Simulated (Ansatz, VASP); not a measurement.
## BeS in VASP and in Ansatz

```xyz
2
Lattice="0.0000 2.3981 2.3981 2.3981 0.0000 2.3981 2.3981 2.3981 0.0000" Properties=species:S:1:pos:R:3 pbc="T T T"
Be    0.0000    0.0000    0.0000
S     1.1990    1.1990    1.1990
```

Alike in both runs: functional LDA; k mesh 8 × 8 × 8; occupations gaussian, width 0.02 eV; no spin polarisation.

Ansatz relaxed the structure, and its values are those at the end. VASP's run is a single point on that final structure, the one shown.

|  | VASP | Ansatz |
| --- | --- | --- |
| version | VASP 6.6.1 | Ansatz 0.2.0 |
| potentials or method | VASP PAW LDA potentials, release 64 (Be, S), cutoff 600 eV | scalar-relativistic, plane waves, PAW |
| valence electrons in the cell | 8 | 8 |

```csv
,VASP,Ansatz,Ansatz less VASP
gap on the k mesh at the Fermi level (eV),2.83,2.83,-0.006
least direct gap on the mesh (eV),5.53,5.50,-0.025
pressure (GPa),0.1,0.0,-0.09
```

Ansatz warns that its potentials were made for another functional, while VASP's fit it. LDA's correlation is that of Perdew and Zunger in VASP and of Perdew and Wang (1992) in Ansatz.
